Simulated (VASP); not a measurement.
Set up this calculation in VASP 6.6.1, as the native input.

- Task: single point
- Functional: LDA
- Potentials or basis: VASP PAW LDA potentials, release 64 (Mg)
- Cutoff: 520 eV
- k mesh: 12 × 12 × 12
- Occupations: fermi-dirac, width 0.1 eV
- Spin: no spin polarisation
- Dipole correction: no
- Further INCAR settings: ALGO = Normal; EDIFF = 1e-06; NBANDS = 7

The structure of Mg lies in POSCAR:

```
Mg
1.0
    2.8770343220      0.0000000000      0.0000000000
    0.0000000000      2.8770343220      0.0000000000
    0.0000000000      0.0000000000      2.8770343220
Mg
1
Direct
    0.0000000000      0.0000000000      0.0000000000
```

This cell differs from its parent crystal: volume scaled by 0.92.

These files were run (other wordings do the same):

INCAR

```
SYSTEM = Mg
ALGO     = Normal         ! electronic algorithm
EDIFF    = 1E-6           ! SCF threshold, eV
ENCUT    = 520            ! plane-wave cutoff, eV
ISIF     = 2              ! what is computed and relaxed
ISMEAR   = -1             ! smearing method
LASPH    = .True.         ! aspherical terms in the spheres
LCHARG   = .False.        ! write CHGCAR
LREAL    = .False.        ! projectors in reciprocal space
LWAVE    = .False.        ! write WAVECAR
NBANDS   = 7              ! bands
NELM     = 80             ! most SCF steps
PREC     = Accurate       ! precision mode
SIGMA    = 0.1            ! smearing width, eV
```

KPOINTS

```
k-points
0
Gamma
  12 12 12
  0 0 0
```

Potentials or basis: VASP PAW LDA potentials, release 64 (Mg).

The run is started by

```sh
$ cat potpaw_LDA.64/Mg/POTCAR > POTCAR
$ mpirun -np 1 vasp_std > vasp.out
```

It gave:

```json
{
  "Pressure": "2.3 GPa",
  "Band gap on the k mesh": "zero (band 1 reaches 7.28 eV, above the bottom of band 2 at 0.04 eV)"
}
```

It took 4.7 s on 1 thread of Intel Xeon 6975P-C, with other jobs on the host, peak memory 0.13 GiB.
